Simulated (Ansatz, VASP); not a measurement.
**Sc: VASP beside Ansatz**

File INCAR:

```
PREC = Accurate
ENCUT = 520
EDIFF = 1E-8
ISMEAR = -1
SIGMA = 0.03
LREAL = False
LASPH = True
NELM = 100
ALGO = Normal
ISIF = 2
LWAVE = False
LCHARG = False
GGA = CA
LEFG = True
NBANDS = 18
```

Contents of KPOINTS:

```
regular mesh
0
Gamma
  13 13 7
```

Contents of POSCAR:

```
Sc
1.0
    3.3523397050      0.0000000000      0.0000000000
   -1.6761698524      2.9032113466      0.0000000000
    0.0000000000      0.0000000000      5.3373237393
Sc
2
Direct
    0.3333333333      0.6666666667      0.2500000000
    0.6666666667      0.3333333333      0.7500000000
```

Input for Ansatz:

```yaml
crystal:
  lattice:
    - [3.352339705, 0.0, 0.0]
    - [-1.6761698524, 2.9032113466, 0.0]
    - [0.0, 0.0, 5.3373237393]
  atoms:
    - { symbol: Sc, position: [0.3333333333, 0.6666666667, 0.25] }
    - { symbol: Sc, position: [0.6666666667, 0.3333333333, 0.75] }
kpoints:
  mp_grid: { grid: [13, 13, 7] }
scf:
  occupations: { method: fermi_dirac, width: 0.03 }
hamiltonian:
  xc: lda
  pseudopotentials: { kind: all_electron, datasets: crystal }
output:
  forces: true
  stress: true
  eigenvalues: true
  efg: { contact_densities: true }
```

Change from the starting cell: volume scaled by 1.04, crystal datasets.

Alike in both runs: task electric field gradients; functional LDA; k mesh 13 × 13 × 7; occupations fermi-dirac, width 0.03 eV; no spin polarisation.

```csv
,VASP,Ansatz
version,VASP 6.6.1,Ansatz 0.2.0
potentials or method,"VASP PAW LDA potentials, release 64 (Sc_sv), cutoff 520 eV","all-electron PAW with datasets made for the crystal, scalar-relativistic"
```

Ansatz gave:

| Quantity | Value |
| --- | --- |
| pressure (GPa) | -6.9 |
| traceless stress, the component that is largest in VASP (GPa) | -1.10 |
| size of Vzz on the site where it differs most (V/Å²) | 7.9 |

Problem. Estimate VASP's values.

Solution. Pressure (GPa): -6.8; traceless stress, the component that is largest in VASP (GPa): -1.10; size of Vzz on the site where it differs most (V/Å²): 8.6.

LDA's correlation is that of Perdew and Zunger in VASP and of Perdew and Wang (1992) in Ansatz. Ansatz ran all-electron here, and VASP with PAW potentials.
